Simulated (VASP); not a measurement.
Rh, 2 atoms in the cell. The structure is hexagonal, space group P6_3/mmc (No. 194). The conventional cell has a = 2.731 Å, b = 2.731 Å, c = 4.428 Å, α = 90.00°, β = 90.00°, γ = 120.00°. Rh (site symmetry -6m2) has 12 Rh at 2.72 to 2.73 Å within 3.6 Å. 

* Program: VASP 6.6.1
* Task: single point
* Functional: PBE
* Potentials or basis: VASP PAW PBE potentials, release 64 (Rh_pv)
* Cutoff: 500 eV
* k mesh: 3 × 3 × 2
* Occupations: gaussian, width 0.1 eV
* Spin: collinear spin, ferromagnetic start
* Starting moments: [1.28, 1.28] μB
* Dipole correction: no
* Further INCAR settings: ALGO = Normal; EDIFF = 1e-06; NBANDS = 26

Potentials or basis: VASP PAW PBE potentials, release 64 (Rh_pv).

Run with:

```sh
$ cat potpaw_PBE.64/Rh_pv/POTCAR > POTCAR
$ mpirun -np 1 vasp_std > vasp.out
```

Hardware: 1 thread of Intel(R) Xeon(R) Platinum 8375C CPU @ 2.90GHz (Ice Lake), with other jobs on the host.

Question: Estimate the wall time of this run.

Answer: Run time: 17 s on 1 thread of Intel(R) Xeon(R) Platinum 8375C CPU @ 2.90GHz (Ice Lake), with other jobs on the host, peak memory 0.14 GiB. Counts: scf iterations 12, k points 6.
